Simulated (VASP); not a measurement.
# Te (R-3m) in VASP: a series of runs

Te is run at these levels: PBE; tasks: single point.

Everything below comes from runs of VASP 6.6.1. Logs are shortened: lines on timing, memory, paths and dates and some standing lists are left out, and cuts for length are marked.

## 1. The cell of the first run

The structure is trigonal, space group R-3m (No. 166). Conventional cell: a = 4.590 Å, b = 4.590 Å, c = 5.234 Å, α = 90.00°, β = 90.00°, γ = 120.00°. Within 4.2 Å of Te (site symmetry -3m) lie 6 Te at 3.17 Å.

## 2. Single point, PBE (31.83 Å³/atom)

File INCAR:

```
SYSTEM = Te
PREC = Accurate
ENCUT = 520
EDIFF = 1E-7
ISMEAR = 0
SIGMA = 0.15
LREAL = .FALSE.
LASPH = .TRUE.
NELM = 80
ALGO = Normal
ISIF = 2
LWAVE = .FALSE.
LCHARG = .TRUE.
GGA = PE
LELF = .TRUE.
LVHAR = .TRUE.
NBANDS = 9
```

File KPOINTS:

```
regular mesh
0
G
  15 15 15
  0 0 0
```

File POSCAR:

```
Te
1.0
    2.2949763430      1.3250052094      1.7447940143
   -2.2949763430      1.3250052094      1.7447940143
    0.0000000000     -2.6500104188      1.7447940144
Te
1
Direct
    0.5000000000      0.5000000000      0.5000000000
```

Potentials or basis: VASP PAW PBE potentials, release 64 (Te).

The run is started by

```bash
$ cat potpaw_PBE.64/Te/POTCAR > POTCAR
$ mpirun -np 1 vasp_std > vasp.out
```

OUTCAR:

```text
SYSTEM = Te
   PREC = Accurate
   ENCUT = 520
   EDIFF = 1E-7
   ISMEAR = 0
   LREAL = .FALSE.
   LASPH = .TRUE.
   NELM = 80
   ISIF = 2
   GGA = PE

 ion  position               nearest neighbor table
   1  0.500  0.500  0.500-

  LATTYP: Found a trigonal (rhomboedric) cell.
 ALAT       =     3.1728317592
 COS(alpha) =    -0.0463869959

  Lattice vectors:

 A1 = (   2.2949763430,   1.3250052094,   1.7447940143)
 A2 = (  -2.2949763430,   1.3250052094,   1.7447940143)
 A3 = (   0.0000000000,  -2.6500104188,   1.7447940144)

Analysis of symmetry for initial positions (statically):
=====================================================================
 Subroutine PRICEL returns:
 Original cell was already a primitive cell.

 Routine SETGRP: Setting up the symmetry group for a
 trigonal (rhombohedral) supercell.

 Subroutine GETGRP returns: Found 12 space group operations
 (whereof 12 operations were pure point group operations)
 out of a pool of 12 trial point group operations.

The static configuration has the point symmetry D_3d.

Analysis of symmetry for dynamics (positions and initial velocities):
=====================================================================
 Subroutine PRICEL returns:
 Original cell was already a primitive cell.

 Routine SETGRP: Setting up the symmetry group for a
 trigonal (rhombohedral) supercell.

 Subroutine GETGRP returns: Found 12 space group operations
 (whereof 12 operations were pure point group operations)
 out of a pool of 12 trial point group operations.

The dynamic configuration has the point symmetry D_3d.

 Subroutine INISYM returns: Found 12 space group operations
 (whereof 12 operations are pure point group operations),
 and found     1 'primitive' translations

----------------------------------------------------------------------------------------

                                     Primitive cell

  volume of cell :      31.8340

  direct lattice vectors                    reciprocal lattice vectors
     2.294976343  1.325005209  1.744794014     0.217867170  0.125785669  0.191044519
    -2.294976343  1.325005209  1.744794014    -0.217867170  0.125785669  0.191044519
     0.000000000 -2.650010419  1.744794014     0.000000000 -0.251571338  0.191044519

  length of vectors
     3.172831759  3.172831759  3.172831759     0.315889453  0.315889453  0.315889453

[... 80 lines left out ...]
   EDIFFG = 0.1E-05   stopping-criterion for IOM
   NSW    =      0    number of steps for IOM
   IBRION =     -1    ionic relax: 0-MD 1-quasi-New 2-CG
   NFREE  =      0    steps in history (QN), initial steepest desc. (CG)
   ISIF   =      2    stress and relaxation
   ISYM   =      2    0-nonsym 1-usesym 2-fastsym
   POTIM  = 0.5000    time-step for ionic-motion
   TEBEG  =    0.0;   TEEND  =   0.0 temperature during run
   PSTRESS=    0.0 pullay stress
   NELECT =       6.0000    total number of electrons
   NUPDOWN=      -1.0000    fix difference up-down
   EMIN   =  10.00;   EMAX   =-10.00  energy-range for DOS
   EFERMI =   0.00;   METHOD = LEGACY
   ISMEAR =     0;   SIGMA  =   0.15  broadening in eV -4-tet -1-fermi 0-gaus
   EFERMI_NEDOS =   21; number of points for ismear=-14 and -15
   IALGO  =     38    algorithm
   IMIX   =      4    mixing-type and parameters
     AMIX     =   0.40;   BMIX     =  1.00
     AMIX_MAG =   1.60;   BMIX_MAG =  1.00
  volume/ion in A,a.u.               =      31.83       214.83
  Fermi-wavevector in a.u.,A,eV,Ry     =   0.938631  1.773755 11.987113  0.881028
  Thomas-Fermi vector in A             =   2.065862
   LORBIT       =      0    0 simple, 1 ext, 2 COOP (PROOUT), +10 PAW based schemes
   GGA     = PE    functional components
   LHFCALC =     F    Hartree Fock is set to
   AEXX    =    0.0000 exact exchange contribution
   IVDW    =     0    specifies the selected vdW correction
   LEPSILON=     F    determine dielectric tensor
   LRPA    =     F    only Hartree local field effects (RPA)
 non-spin polarized calculation
 Gauss-broadening in eV      SIGMA  =   0.15
  energy-cutoff  :      520.00
  volume of cell :       31.83
 maximum number of plane-waves:       877
   NGX = 11   NGY = 11   NGZ = 11

 number of electron       6.0000000 magnetization

 Free energy of the ion-electron system (eV)
  ---------------------------------------------------
  ext. energy  EPLUGINS =         0.00000000
  ---------------------------------------------------
  free energy    TOTEN  =        -3.10399915 eV

  energy without entropy =       -3.09871279  energy(sigma->0) =       -3.10135597

 E-fermi :   6.7634     XC(G=0):  -9.4031

 val. band max:        6.7558654620   @ k =   0.4667   0.2667   0.2000
 cond. band min:       6.7645382482   @ k =  -0.1333   0.1333   0.1333
 fundamental gap:      0.0086727861
 Fermi energy:         6.7634169173

 k-point     1 :       0.0000    0.0000    0.0000
  band No.  band energies     occupation
      1      -7.0142      2.00000
      2       7.8121      0.00000
      3       8.1301      0.00000
      4       8.1301      0.00000
      5      12.8339      0.00000
      6      12.8339      0.00000
      7      13.4041      0.00000
      8      24.0866      0.00000
      9      24.1139      0.00000
[... 265 lines left out ...]
 k-point    24 :       0.2000    0.1333    0.0000
  band No.  band energies     occupation
      1      -6.3077      2.00000
      2       4.7196      2.00000
      3       6.3428      1.99993
      4       8.6179      0.00000
      5      13.7347      0.00000
      6      15.9384      0.00000
      7      17.4300      0.00000
      8      19.2842      0.00000
      9      20.4643      0.00000

 [... further k-points ...]

------------------------ aborting loop because EDIFF is reached ----------------------------------------

  FORCE on cell =-STRESS in cart. coord.  units (eV):
  Direction    XX          YY          ZZ          XY          YZ          ZX
  --------------------------------------------------------------------------------------
  -------------------------------------------------------------------------------------
  Total        0.2327151      0.2327151      0.2818889      0.0000000     -0.0000000     -0.0000000
  in kB       11.7123456     11.7123456     14.1872190      0.0000000     -0.0000000     -0.0000000
  external PRESSURE =      12.5373034 kB  Pullay stress =       0.0000000 kB

 VOLUME and BASIS-vectors are now :
 -----------------------------------------------------------------------------
  energy-cutoff  :      520.00
  volume of cell :       31.83
      direct lattice vectors                 reciprocal lattice vectors
     2.294976343  1.325005209  1.744794014     0.217867170  0.125785669  0.191044519
    -2.294976343  1.325005209  1.744794014    -0.217867170  0.125785669  0.191044519
     0.000000000 -2.650010419  1.744794014     0.000000000 -0.251571338  0.191044519

 POSITION                                       TOTAL-FORCE (eV/Angst)
 -----------------------------------------------------------------------------------
      0.00000      0.00000      2.61719         0.000000      0.000000     -0.000000
 -----------------------------------------------------------------------------------
    total drift:                                0.000000      0.000000     -0.000000

  FREE ENERGIE OF THE ION-ELECTRON SYSTEM (eV)
  ---------------------------------------------------
  free  energy   TOTEN  =        -3.1039991476 eV

  energy  without entropy=       -3.0987127933  energy(sigma->0) =       -3.10135597
```

OSZICAR:

```text
N       E                     dE             d eps       ncg     rms          rms(c)
DAV:   1     0.174491950591E+02    0.17449E+02   -0.24847E+03  6192   0.528E+02
DAV:   2    -0.251850095642E+01   -0.19968E+02   -0.19146E+02  8127   0.727E+01
DAV:   3    -0.309451723320E+01   -0.57602E+00   -0.57450E+00  7642   0.153E+01
DAV:   4    -0.309900243087E+01   -0.44852E-02   -0.44849E-02  8530   0.153E+00
DAV:   5    -0.309904974257E+01   -0.47312E-04   -0.47312E-04  8089   0.126E-01    0.764E+00
DAV:   6    -0.310192584519E+01   -0.28761E-02   -0.76789E-04  7739   0.192E-01    0.467E+00
DAV:   7    -0.310395344832E+01   -0.20276E-02   -0.18313E-03  6571   0.293E-01    0.892E-02
DAV:   8    -0.310399088711E+01   -0.37439E-04   -0.46059E-05  8106   0.436E-02    0.403E-02
DAV:   9    -0.310399872876E+01   -0.78416E-05   -0.13300E-05  6710   0.216E-02    0.123E-02
DAV:  10    -0.310399883933E+01   -0.11057E-06   -0.24627E-07  8424   0.320E-03    0.376E-03
DAV:  11    -0.310399906289E+01   -0.22357E-06   -0.72092E-07  6562   0.437E-03    0.272E-03
DAV:  12    -0.310399914761E+01   -0.84720E-07   -0.56406E-09  4586   0.464E-04
   1 F= -.31039991E+01 E0= -.31013560E+01  d E =-.528635E-02
```

stdout:

```text
POSCAR found type information on POSCAR Te
 POSCAR found :  1 types and       1 ions
 scaLAPACK will be used
 LDA part: xc-table for (Slater+PW92), standard interpolation
 POSCAR, INCAR and KPOINTS ok, starting setup
 FFT: planning ... GRIDC
 FFT: planning ... GRID_SOFT
 FFT: planning ... GRID
 WAVECAR not read
 entering main loop
```

Run time: 44 s. Hardware: 1 thread of AMD EPYC 7R13, shared host; peak memory 0.18 GiB.

Results:

- Free energy: -3.1040 eV
- Pressure: 1.3 GPa
- Band gap on the k mesh: zero (bands 3 and 4 overlap by 5.10 eV)

Caveat: spin-orbit coupling is left out, which moves the levels of the heavy elements.

## 3. Single point, PBE (32.71 Å³/atom)

This run uses another cell than the first one, of 32.71 Å³/atom.

File INCAR:

```
ALGO     = Normal         # electronic algorithm
EDIFF    = 1E-6           # SCF threshold, eV
ENCUT    = 520            # plane-wave cutoff, eV
GGA      = PE             # functional
ISIF     = 2              # what is computed and relaxed
ISMEAR   = 0              # smearing method
LASPH    = True           # aspherical terms in the spheres
LCHARG   = True           # write CHGCAR
LELF     = True           # ELF
LREAL    = False          # projectors in reciprocal space
LVHAR    = True         
LWAVE    = False          # write WAVECAR
NBANDS   = 9              # bands
NELM     = 100            # most SCF steps
PREC     = Accurate       # precision mode
SIGMA    = 0.15           # smearing width, eV
```

File KPOINTS:

```
k-points
0
Gamma
  15 15 15
```

File POSCAR:

```
Te
1.0
    2.2148938396      1.2787695545      1.9245950870
   -2.2148938396      1.2787695545      1.9245950870
    0.0000000000     -2.5575391090      1.9245950870
Te
1
Direct
    0.5000000000      0.5000000000      0.5000000000
```

Potentials or basis: VASP PAW PBE potentials, release 64 (Te).

The run is started by

```bash
$ cat potpaw_PBE.64/Te/POTCAR > POTCAR
$ mpirun -np 1 vasp_std > vasp.out
```

Run time: 39 s. Hardware: 1 thread of AMD EPYC 7R13, shared host; peak memory 0.19 GiB.

The run converged. Its results:

```yaml
Free_energy: -3.1072 eV
Pressure: -0.1 GPa
Band_gap_on_the_k_mesh: zero (bands 3 and 4 overlap by 5.15 eV)
```

Stress tensor (GPa, compression positive):
```
 0.00  0.00  0.00
 0.00  0.00  0.00
 0.00  0.00 -0.45
```

Levels at points of the mesh, in eV from the Fermi level:
```tsv
k point	band 1	band 2	band 3	band 4	band 5	band 6
(0.00, 0.00, 0.00)	-13.57	1.13	1.13	1.41	6.10	6.10
```

Caveat: spin-orbit coupling is left out, which moves the levels of the heavy elements.

## 4. Single point, PBE (32.71 Å³/atom)

This run uses another cell than the first one, of 32.71 Å³/atom.

File INCAR:

```
SYSTEM = Te
PREC = Accurate
ENCUT = 520
EDIFF = 1E-6
ISMEAR = 0
SIGMA = 0.15
LREAL = .FALSE.
LASPH = .TRUE.
NELM = 60
ALGO = Normal
ISIF = 2
LWAVE = .FALSE.
LCHARG = .FALSE.
GGA = PE
NBANDS = 9
```

File KPOINTS:

```
regular mesh
0
G
  15 15 15
  0 0 0
```

File POSCAR:

```
Te
1.0
    2.3364977878      1.3489776267      1.7294756625
   -2.3364977878      1.3489776267      1.7294756625
    0.0000000000     -2.6979552534      1.7294756625
Te
1
Direct
    0.5000000000      0.5000000000      0.5000000000
```

Potentials or basis: VASP PAW PBE potentials, release 64 (Te).

The run is started by

```bash
$ cat potpaw_PBE.64/Te/POTCAR > POTCAR
$ mpirun -np 1 vasp_std > vasp.out
```

OUTCAR:

```text
SYSTEM = Te
   PREC = Accurate
   ENCUT = 520
   EDIFF = 1E-6
   ISMEAR = 0
   LREAL = .FALSE.
   LASPH = .TRUE.
   NELM = 60
   ISIF = 2
   GGA = PE

 ion  position               nearest neighbor table
   1  0.500  0.500  0.500-

  LATTYP: Found a trigonal (rhomboedric) cell.
 ALAT       =     3.2046916571
 COS(alpha) =    -0.0631345802

  Lattice vectors:

 A1 = (   2.3364977878,   1.3489776267,   1.7294756625)
 A2 = (  -2.3364977878,   1.3489776267,   1.7294756625)
 A3 = (   0.0000000000,  -2.6979552534,   1.7294756625)

Analysis of symmetry for initial positions (statically):
=====================================================================
 Subroutine PRICEL returns:
 Original cell was already a primitive cell.

 Routine SETGRP: Setting up the symmetry group for a
 trigonal (rhombohedral) supercell.

 Subroutine GETGRP returns: Found 12 space group operations
 (whereof 12 operations were pure point group operations)
 out of a pool of 12 trial point group operations.

The static configuration has the point symmetry D_3d.

[... 162 lines left out ...]
 fundamental gap:      0.0332267436
 Fermi energy:         6.3884443359

 k-point     1 :       0.0000    0.0000    0.0000
  band No.  band energies     occupation
      1      -7.1575      2.00000
      2       7.3633      0.00000
      3       7.7883      0.00000
      4       7.7883      0.00000
      5      12.5398      0.00000
      6      12.5398      0.00000
      7      12.9450      0.00000
      8      23.1278      0.00000
      9      23.1384      0.00000
[... 265 lines left out ...]
 k-point    24 :       0.2000    0.1333    0.0000
  band No.  band energies     occupation
      1      -6.4693      2.00000
      2       4.4093      2.00000
      3       5.9657      1.99993
      4       8.1955      0.00000
      5      13.4104      0.00000
      6      15.5824      0.00000
      7      17.0532      0.00000
      8      19.0597      0.00000
      9      19.8274      0.00000

 [... further k-points ...]

------------------------ aborting loop because EDIFF is reached ----------------------------------------

  FORCE on cell =-STRESS in cart. coord.  units (eV):
  Direction    XX          YY          ZZ          XY          YZ          ZX
  --------------------------------------------------------------------------------------
  -------------------------------------------------------------------------------------
  Total       -0.1126351     -0.1126351      0.0183510      0.0000000      0.0000000     -0.0000000
  in kB       -5.5175804     -5.5175804      0.8989502      0.0000000      0.0000000     -0.0000000
  external PRESSURE =      -3.3787368 kB  Pullay stress =       0.0000000 kB

 VOLUME and BASIS-vectors are now :
 -----------------------------------------------------------------------------
  energy-cutoff  :      520.00
  volume of cell :       32.71
      direct lattice vectors                 reciprocal lattice vectors
     2.336497788  1.348977627  1.729475663     0.213995495  0.123550356  0.192736643
    -2.336497788  1.348977627  1.729475663    -0.213995495  0.123550356  0.192736643
     0.000000000 -2.697955253  1.729475663     0.000000000 -0.247100713  0.192736643

 POSITION                                       TOTAL-FORCE (eV/Angst)
 -----------------------------------------------------------------------------------
      0.00000      0.00000      2.59421         0.000000     -0.000000     -0.000000
 -----------------------------------------------------------------------------------
    total drift:                                0.000000      0.000000     -0.000000

  FREE ENERGIE OF THE ION-ELECTRON SYSTEM (eV)
  ---------------------------------------------------
  free  energy   TOTEN  =        -3.1048393888 eV

  energy  without entropy=       -3.0994040387  energy(sigma->0) =       -3.10212171
```

OSZICAR:

```text
N       E                     dE             d eps       ncg     rms          rms(c)
DAV:   1     0.173379234989E+02    0.17338E+02   -0.24711E+03  6192   0.528E+02
DAV:   2    -0.253025487700E+01   -0.19868E+02   -0.19022E+02  8042   0.718E+01
DAV:   3    -0.309534513598E+01   -0.56509E+00   -0.56297E+00  7740   0.152E+01
DAV:   4    -0.309991482643E+01   -0.45697E-02   -0.45695E-02  8582   0.153E+00
DAV:   5    -0.309995995920E+01   -0.45133E-04   -0.45133E-04  7870   0.121E-01    0.714E+00
DAV:   6    -0.310275015478E+01   -0.27902E-02   -0.10856E-03  7554   0.208E-01    0.438E+00
DAV:   7    -0.310480685584E+01   -0.20567E-02   -0.25102E-03  6562   0.315E-01    0.107E-01
DAV:   8    -0.310483418887E+01   -0.27333E-04   -0.68620E-05  7754   0.512E-02    0.401E-02
DAV:   9    -0.310483936180E+01   -0.51729E-05   -0.10079E-05  7087   0.186E-02    0.125E-02
DAV:  10    -0.310483938880E+01   -0.27002E-07   -0.31828E-07  6306   0.339E-03
   1 F= -.31048394E+01 E0= -.31021217E+01  d E =-.543535E-02
```

Run time: 36 s. Hardware: 1 thread of AMD EPYC 7R13, shared host; peak memory 0.19 GiB.

Results:

```
Free energy            : -3.1048 eV
Pressure               : -0.3 GPa
Band gap on the k mesh : zero (bands 3 and 4 overlap by 4.70 eV)
```

Caveat: spin-orbit coupling is left out, which moves the levels of the heavy elements.

## 5. Summary

```tsv
cell	gap on the mesh (eV)	pressure (GPa)
a = 3.173 Å, angles 92.7°, 1 atom	none	1.3
a = 3.201 Å, angles 87.6°, 1 atom	none	-0.1
a = 3.205 Å, angles 93.6°, 1 atom	none	-0.3
```

Alike in all rows: task single point; level PBE; potentials or basis VASP PAW PBE potentials, release 64 (Te); no spin polarisation; k mesh 15 × 15 × 15; cutoff (eV) 520; smearing gaussian 0.15 eV.

Caveats: spin-orbit coupling is left out, which moves the levels of the heavy elements.

Total energies depend on the potentials used, so only differences within one code and one set of settings carry meaning.
